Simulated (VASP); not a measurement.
A run of VASP 6.6.1 is set up as follows.

File INCAR:

```
PREC = Accurate
ENCUT = 520
EDIFF = 1E-6
ISMEAR = -1
SIGMA = 0.05
LREAL = False
LASPH = True
NELM = 100
ALGO = Normal
ISIF = 2
LWAVE = False
LCHARG = False
GGA = PS
NBANDS = 20
```

File KPOINTS:

```
Automatic mesh
0
Gamma
  9 9 9
```

POSCAR

```
Nb
1.0
    0.0000000000      2.8296800281      2.8296800281
    2.8296800281      0.0000000000      2.8296800281
    2.8296800281      2.8296800281      0.0000000000
Nb
2
Direct
   -0.1475000000     -0.1175000000     -0.1175000000
    0.1475000000      0.1175000000      0.1175000000
```

Potentials or basis: VASP PAW PBE potentials, release 64 (Nb_sv).

Launch:

```sh
$ cat potpaw_PBE.64/Nb_sv/POTCAR > POTCAR
$ mpirun -np 1 vasp_std > vasp.out
```

(1) What does it give for the largest force?

(2) Estimate the pressure.

(3) Predict the band gap on the k mesh.

Results:

(1) 0.020 eV/Å.

(2) 7.2 GPa.

(3) zero (bands 13 and 14 overlap by 1.96 eV).

Caveat: the cell differs from its parent crystal (shortest bond scaled by 0.94); the cell stands under pressure; the PAW data sets were made with another functional, which shifts forces and pressure a little.
